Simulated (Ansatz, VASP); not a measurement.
**SnO3: VASP beside Ansatz**

```
Sn O
1.0
     3.44011    0.00107   -0.00546
     0.19510    4.08799    0.13523
     0.13325    1.46804    8.08089
Sn O
2 6
Direct
  0.25178 0.31019 0.35868
  0.74822 0.68981 0.64132
  0.83863 0.54841 0.19698
  0.66721 0.21099 0.19607
  0.74957 0.23444 0.53623
  0.16137 0.45159 0.80302
  0.33279 0.78901 0.80393
  0.25043 0.76556 0.46377
```

Change from the starting cell: the structure that the rattled cell fell into.

Alike in both runs: functional PBE; k mesh 8 × 8 × 4; occupations gaussian, width 0.02 eV; no spin polarisation.

Ansatz relaxed the structure, and its values are those at the end. VASP's run is a single point on that final structure, the one shown.

```csv
,VASP,Ansatz
version,VASP 6.6.1,Ansatz 0.2.0
potentials or method,"VASP PAW PBE potentials, release 64 (Sn_d, O), cutoff 520 eV","scalar-relativistic, plane waves, PAW"
valence electrons in the cell,64,64
```

```csv
,VASP,Ansatz,Ansatz less VASP
gap on the k mesh at the Fermi level (eV),0.60,0.64,+0.036
least direct gap on the mesh (eV),0.60,0.64,+0.036
pressure (GPa),0.6,0.0,-0.58
rms of the force components (eV/Å),0.072,0.001,-0.0711
```
